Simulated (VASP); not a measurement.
# Hf (P6_3/mmc) in VASP: single point with PBE

Aim: the single point of Hf with PBE.

Everything below comes from runs of VASP 6.6.1. Logs are shortened: lines on timing, memory, paths and dates and some standing lists are left out, and cuts for length are marked.

### 1 The cell of the first run

The structure is hexagonal, space group P6_3/mmc (No. 194). Conventional cell: a = 3.203 Å, b = 3.203 Å, c = 5.073 Å, α = 90.00°, β = 90.00°, γ = 120.00°. Hf (site symmetry -6m2) has 12 Hf at 3.14 to 3.20 Å within 4.1 Å.

### 2 Single point, PBE

Input file INCAR:

```
PREC = Accurate ; ENCUT = 520
EDIFF = 1E-6 ; ISMEAR = -1
SIGMA = 0.1 ; LREAL = False
LASPH = True ; NELM = 100
ALGO = Normal ; ISIF = 2
LWAVE = False ; LCHARG = False
GGA = PE ; NBANDS = 17
```

Input file KPOINTS:

```
regular mesh
0
Gamma
  12 12 7
```

Input file POSCAR:

```
Hf
1.0
    1.6016142158     -2.7740771958      0.0000000000
    1.6016142157      2.7740771958      0.0000000000
    0.0000000000      0.0000000000      5.0729617517
Hf
2
Direct
    0.6666666670      0.3333333330      0.2500000000
    0.3333333330      0.6666666670      0.7500000000
```

Potentials or basis: VASP PAW PBE potentials, release 64 (Hf_pv).

Started as:

```console
$ cat potpaw_PBE.64/Hf_pv/POTCAR > POTCAR
$ mpirun -np 1 vasp_std > vasp.out
```

OUTCAR:

```text
PREC = Accurate
   ENCUT = 520
   EDIFF = 1E-6
   ISMEAR = -1
   LREAL = False
   LASPH = True
   NELM = 100
   ISIF = 2
   GGA = PE

 ion  position               nearest neighbor table
   1  0.667  0.333  0.250-   2 3.14   2 3.14   2 3.14   2 3.14   2 3.14   2 3.14
   2  0.333  0.667  0.750-   1 3.14   1 3.14   1 3.14   1 3.14   1 3.14   1 3.14

  LATTYP: Found a hexagonal cell.
 ALAT       =     3.2032284315
 C/A-ratio  =     1.5837027737

  Lattice vectors:

 A1 = (   1.6016142158,  -2.7740771958,   0.0000000000)
 A2 = (   1.6016142157,   2.7740771958,   0.0000000000)
 A3 = (   0.0000000000,   0.0000000000,   5.0729617517)

Analysis of symmetry for initial positions (statically):
=====================================================================
 Subroutine PRICEL returns:
 Original cell was already a primitive cell.

 Routine SETGRP: Setting up the symmetry group for a
 hexagonal supercell.

 Subroutine GETGRP returns: Found 24 space group operations
 (whereof 12 operations were pure point group operations)
 out of a pool of 24 trial point group operations.

The static configuration has the point symmetry D_3d.
 The point group associated with its full space group is D_6h.

Analysis of symmetry for dynamics (positions and initial velocities):
=====================================================================
 Subroutine PRICEL returns:
 Original cell was already a primitive cell.

 Routine SETGRP: Setting up the symmetry group for a
 hexagonal supercell.

 Subroutine GETGRP returns: Found 24 space group operations
 (whereof 12 operations were pure point group operations)
 out of a pool of 24 trial point group operations.

The dynamic configuration has the point symmetry D_3d.
 The point group associated with its full space group is D_6h.

 Subroutine INISYM returns: Found 24 space group operations
 (whereof 12 operations are pure point group operations),
 and found     1 'primitive' translations

----------------------------------------------------------------------------------------

                                     Primitive cell

  volume of cell :      45.0784

  direct lattice vectors                    reciprocal lattice vectors
     1.601614216 -2.774077196  0.000000000     0.312185041 -0.180240118  0.000000000
     1.601614216  2.774077196  0.000000000     0.312185041  0.180240118  0.000000000
     0.000000000  0.000000000  5.072961752     0.000000000  0.000000000  0.197123505

  length of vectors
     3.203228432  3.203228431  5.072961752     0.360480235  0.360480235  0.197123505

  position of ions in fractional coordinates (direct lattice)
     0.666666667  0.333333333  0.250000000
     0.333333333  0.666666667  0.750000000

  ion indices of the primitive-cell ions
   primitive index   ion index
                 1           1
                 2           2

----------------------------------------------------------------------------------------

 KPOINTS: regular mesh

Automatic generation of k-mesh.
 Grid dimensions read from file:
 generate k-points for:   12   12    7

 Generating k-lattice:

  Cartesian coordinates                     Fractional coordinates (reciprocal lattice)
     0.026015420 -0.015020010  0.000000000     0.083333333  0.000000000  0.000000000
     0.026015420  0.015020010  0.000000000     0.000000000  0.083333333  0.000000000
     0.000000000  0.000000000  0.028160501     0.000000000  0.000000000  0.142857143

  Length of vectors
     0.030040020  0.030040020  0.028160501

  Shift w.r.t. Gamma in fractional coordinates (k-lattice)
     0.000000000  0.000000000  0.000000000

 Subroutine IBZKPT returns following result:
 ===========================================

 Found     76 irreducible k-points:

 Following reciprocal coordinates:
            Coordinates               Weight
  0.000000  0.000000  0.000000      1.000000
  0.083333  0.000000  0.000000      6.000000
  0.166667 -0.000000  0.000000      6.000000
  0.250000  0.000000  0.000000      6.000000
  0.333333  0.000000  0.000000      6.000000
  0.416667  0.000000  0.000000      6.000000
[... 16 lines left out ...]
  0.250000  0.000000  0.142857     12.000000
  0.333333  0.000000  0.142857     12.000000
 [... further k-points ...]
   k-points           NKPTS =     76   k-points in BZ     NKDIM =     76   number of bands    NBANDS=     17
   number of dos      NEDOS =    301   number of ions     NIONS =      2
   total plane-waves  NPLWV =  23040
   dimension x,y,z NGX =    24 NGY =   24 NGZ =   40
   dimension x,y,z NGXF=    48 NGYF=   48 NGZF=   80
   ions per type =               2
   NGX,Y,Z   is equivalent  to a cutoff of  12.46, 12.46, 13.11 a.u.
   NGXF,Y,Z  is equivalent  to a cutoff of  24.91, 24.91, 26.22 a.u.
 SYSTEM =  unknown system
   PREC   = accura    normal or accurate (medium, high low for compatibility)
   ISTART =      0    job   : 0-new  1-cont  2-samecut
   ICHARG =      2    charge: 1-file 2-atom 10-const
   ISPIN  =      1    spin polarized calculation?
   LNONCOLLINEAR =      F non collinear calculations
   LSORBIT =      F    spin-orbit coupling
   LASPH  =      T    aspherical Exc in radial PAW
   ENCUT  =  520.0 eV  38.22 Ry    6.18 a.u.   5.96  5.96  9.43*2*pi/ulx,y,z
   NELM   =    100;   NELMIN=  2; NELMDL= -5     # of ELM steps
   EDIFF  = 0.1E-05   stopping-criterion for ELM
   LREAL  =      F    real-space projection
   EDIFFG = 0.1E-04   stopping-criterion for IOM
   NSW    =      0    number of steps for IOM
   IBRION =     -1    ionic relax: 0-MD 1-quasi-New 2-CG
   NFREE  =      0    steps in history (QN), initial steepest desc. (CG)
   ISIF   =      2    stress and relaxation
   ISYM   =      2    0-nonsym 1-usesym 2-fastsym
   POTIM  = 0.5000    time-step for ionic-motion
   TEBEG  =    0.0;   TEEND  =   0.0 temperature during run
   PSTRESS=    0.0 pullay stress
   NELECT =      20.0000    total number of electrons
   NUPDOWN=      -1.0000    fix difference up-down
   EMIN   =  10.00;   EMAX   =-10.00  energy-range for DOS
   EFERMI =   0.00;   METHOD = LEGACY
   ISMEAR =    -1;   SIGMA  =   0.10  broadening in eV -4-tet -1-fermi 0-gaus
   EFERMI_NEDOS =   21; number of points for ismear=-14 and -15
   IALGO  =     38    algorithm
   IMIX   =      4    mixing-type and parameters
     AMIX     =   0.40;   BMIX     =  1.00
     AMIX_MAG =   1.60;   BMIX_MAG =  1.00
  volume/ion in A,a.u.               =      22.54       152.10
  Fermi-wavevector in a.u.,A,eV,Ry     =   1.248616  2.359542 21.212045  1.559041
  Thomas-Fermi vector in A             =   2.382694
   LORBIT       =      0    0 simple, 1 ext, 2 COOP (PROOUT), +10 PAW based schemes
   GGA     = PE    functional components
   LHFCALC =     F    Hartree Fock is set to
   AEXX    =    0.0000 exact exchange contribution
   IVDW    =     0    specifies the selected vdW correction
   LEPSILON=     F    determine dielectric tensor
   LRPA    =     F    only Hartree local field effects (RPA)
 non-spin polarized calculation
  energy-cutoff  :      520.00
  volume of cell :       45.08
 maximum number of plane-waves:      1233
 NGX is ok and might be reduce to    24
   NGX = 11   NGY = 11   NGZ = 19

 number of electron      20.0000005 magnetization

 Free energy of the ion-electron system (eV)
  ---------------------------------------------------
  ext. energy  EPLUGINS =         0.00000000
  ---------------------------------------------------
  free energy    TOTEN  =       -19.87611188 eV

  energy without entropy =      -19.81972899  energy(sigma->0) =      -19.84792043

 E-fermi :   4.8517     XC(G=0): -11.2492

 val. band max:        4.8248054879   @ k =   0.3333   0.2500   0.2857
 cond. band min:       4.8525726557   @ k =   0.3333   0.3333   0.2857
 fundamental gap:      0.0277671679
 Fermi energy:         4.8517353203

 k-point     1 :       0.0000    0.0000    0.0000
  band No.  band energies     occupation
      1     -26.2077      2.00000
      2     -25.4870      2.00000
      3     -25.4870      2.00000
      4     -25.3640      2.00000
      5     -25.3629      2.00000
      6     -25.3629      2.00000
[... 9 lines left out ...]
     16       7.4988      0.00000
     17      10.1645      0.00000

 k-point     2 :       0.0833    0.0000    0.0000
  band No.  band energies     occupation
      1     -26.1902      2.00000
      2     -25.5243      2.00000
      3     -25.4995      2.00000
      4     -25.4023      2.00000
      5     -25.3720      2.00000
      6     -25.3679      2.00000
[... 9 lines left out ...]
     16       7.3031      0.00000
     17      10.3215      0.00000

 k-point     3 :       0.1667   -0.0000    0.0000
  band No.  band energies     occupation
      1     -26.1401      2.00000
      2     -25.6263      2.00000
      3     -25.5326      2.00000
      4     -25.5071      2.00000
      5     -25.3962      2.00000
      6     -25.3827      2.00000
[... 9 lines left out ...]
     16       7.5866      0.00000
     17      10.6453      0.00000

 k-point     4 :       0.2500    0.0000    0.0000
  band No.  band energies     occupation
      1     -26.0643      2.00000
      2     -25.7657      2.00000
      3     -25.6442      2.00000
      4     -25.5759      2.00000
      5     -25.4364      2.00000
      6     -25.4043      2.00000
[... 9 lines left out ...]
     16       8.4362      0.00000
     17      10.9425      0.00000
[... 343 lines left out ...]
      1     -26.1108      2.00000
      2     -25.6157      2.00000
      3     -25.5407      2.00000
      4     -25.5253      2.00000
      5     -25.4059      2.00000
      6     -25.3902      2.00000
[... 9 lines left out ...]
     16       7.6942      0.00000
     17      10.6190      0.00000

 k-point    23 :       0.2500    0.0000    0.1429
  band No.  band energies     occupation
      1     -26.0525      2.00000
      2     -25.7460      2.00000
      3     -25.6730      2.00000
      4     -25.5675      2.00000
      5     -25.4405      2.00000
      6     -25.4130      2.00000
[... 9 lines left out ...]
     16       8.3659      0.00000
     17      10.8414      0.00000

 k-point    24 :       0.3333    0.0000    0.1429
  band No.  band energies     occupation
      1     -26.0152      2.00000
      2     -25.8511      2.00000
      3     -25.7919      2.00000
      4     -25.6083      2.00000
      5     -25.4860      2.00000
      6     -25.4367      2.00000
[... 9 lines left out ...]
     16       9.3406      0.00000
     17      10.9935      0.00000

 [... further k-points ...]

------------------------ aborting loop because EDIFF is reached ----------------------------------------

  FORCE on cell =-STRESS in cart. coord.  units (eV):
  Direction    XX          YY          ZZ          XY          YZ          ZX
  --------------------------------------------------------------------------------------
  -------------------------------------------------------------------------------------
  Total       -0.0980932     -0.0980932     -0.1322001      0.0000000      0.0000000     -0.0000000
  in kB       -3.4864351     -3.4864351     -4.6986634      0.0000000      0.0000000     -0.0000000
  external PRESSURE =      -3.8905112 kB  Pullay stress =       0.0000000 kB

 VOLUME and BASIS-vectors are now :
 -----------------------------------------------------------------------------
  energy-cutoff  :      520.00
  volume of cell :       45.08
      direct lattice vectors                 reciprocal lattice vectors
     1.601614216 -2.774077196  0.000000000     0.312185041 -0.180240118  0.000000000
     1.601614216  2.774077196  0.000000000     0.312185041  0.180240118  0.000000000
     0.000000000  0.000000000  5.072961752     0.000000000  0.000000000  0.197123505

 POSITION                                       TOTAL-FORCE (eV/Angst)
 -----------------------------------------------------------------------------------
      1.60161     -0.92469      1.26824         0.000000      0.000000      0.000000
      1.60161      0.92469      3.80472         0.000000     -0.000000      0.000000
 -----------------------------------------------------------------------------------
    total drift:                               -0.000000      0.000000     -0.000000

  FREE ENERGIE OF THE ION-ELECTRON SYSTEM (eV)
  ---------------------------------------------------
  free  energy   TOTEN  =       -19.8761118794 eV

  energy  without entropy=      -19.8197289895  energy(sigma->0) =      -19.84792043
```

It took 68 s on 1 thread of Intel Xeon 8259CL, shared host; peak memory 0.19 GiB.

What came out:

* Free energy: -19.8761 eV
* Pressure: -0.4 GPa
* Band gap on the k mesh: zero (bands 10 and 11 overlap by 1.51 eV)

Stress tensor (GPa, compression positive):
```
-0.35  0.00  0.00
 0.00 -0.35  0.00
 0.00  0.00 -0.47
```

Caveat: spin-orbit coupling is left out, which moves the levels of the heavy elements.

The gap in the log of VASP goes by the Fermi energy; the results here count the filled bands.